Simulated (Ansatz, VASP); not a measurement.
# One calculation of CdSe, two programs

```xyz
4
Lattice="4.2140 0.0000 0.0000 -2.1070 3.6494 0.0000 0.0000 0.0000 7.0200" Properties=species:S:1:pos:R:3 pbc="T T T"
Cd    2.1070    1.2165    3.5100
Cd    0.0000    2.4330    0.0000
Se    2.1070    1.2165    6.2127
Se    0.0000    2.4330    2.7027
```

Change from the starting cell: strain_xy = -0.02.

Alike in both runs: task single point; functional PBE; k mesh 7 × 7 × 4; occupations fermi-dirac, width 0.05 eV; no spin polarisation.

|  | VASP | Ansatz |
| --- | --- | --- |
| version | VASP 6.6.1 | Ansatz 0.2.0 |
| potentials or method | VASP PAW PBE potentials, release 64 (Cd, Se), cutoff 520 eV | all-electron LAPW, scalar-relativistic |

VASP gave:

| Item | Value |
| --- | --- |
| gap on the k mesh at the Fermi level (eV) | 0.77 |
| least direct gap on the mesh (eV) | 0.77 |
| pressure (GPa) | 6.2 |
| traceless stress, the component that is largest in VASP (GPa) | -3.12 |
| rms of the force components (eV/Å) | 0.285 |

Question: Which values does Ansatz return?

Answer: gap on the k mesh at the Fermi level (eV): 0.77; least direct gap on the mesh (eV): 0.77; pressure (GPa): 5.8; traceless stress, the component that is largest in VASP (GPa): -3.03; rms of the force components (eV/Å): 0.276.

Atom by atom the forces differ by 0.009 eV/Å (rms over components). Ansatz ran all-electron here, and VASP with PAW potentials.
